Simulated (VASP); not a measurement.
Input of a VASP 6.6.1 run:

File INCAR:

```
SYSTEM = CuI
PREC = Accurate
ENCUT = 520
EDIFF = 1E-6
ISMEAR = 0
SIGMA = 0.01
LREAL = .FALSE.
LASPH = .TRUE.
NELM = 80
ALGO = Normal
ISIF = 2
LWAVE = .FALSE.
LCHARG = .TRUE.
GGA = PE
LELF = .TRUE.
LVHAR = .TRUE.
NBANDS = 26
```

KPOINTS

```
regular mesh
0
G
  6 6 4
  0 0 0
```

The input POSCAR:

```
CuI
1.0
    4.1473371297      0.0000000000      0.0000000000
   -2.0736685648      3.5916993124      0.0000000000
    0.0000000000      0.0000000000      6.3363560909
Cu I
2 2
Direct
    0.0000000000      0.0000000000      0.0000000000
    0.0000000000      0.0000000000      0.5000000000
    0.3333333333      0.6666666667      0.2500000000
    0.6666666667      0.3333333333      0.7500000000
```

Potentials or basis: VASP PAW PBE potentials, release 64 (Cu, I).

Run with:

```sh
$ cat potpaw_PBE.64/Cu/POTCAR potpaw_PBE.64/I/POTCAR > POTCAR
$ mpirun -np 1 vasp_std > vasp.out
```

(1) What does it give for the band gap on the k mesh?

(2) Predict the pressure.

Answers

(1) 0.49 eV (least direct gap 0.70 eV).

(2) 0.6 GPa.

Caveat: spin-orbit coupling is left out, which moves the levels of the heavy elements.
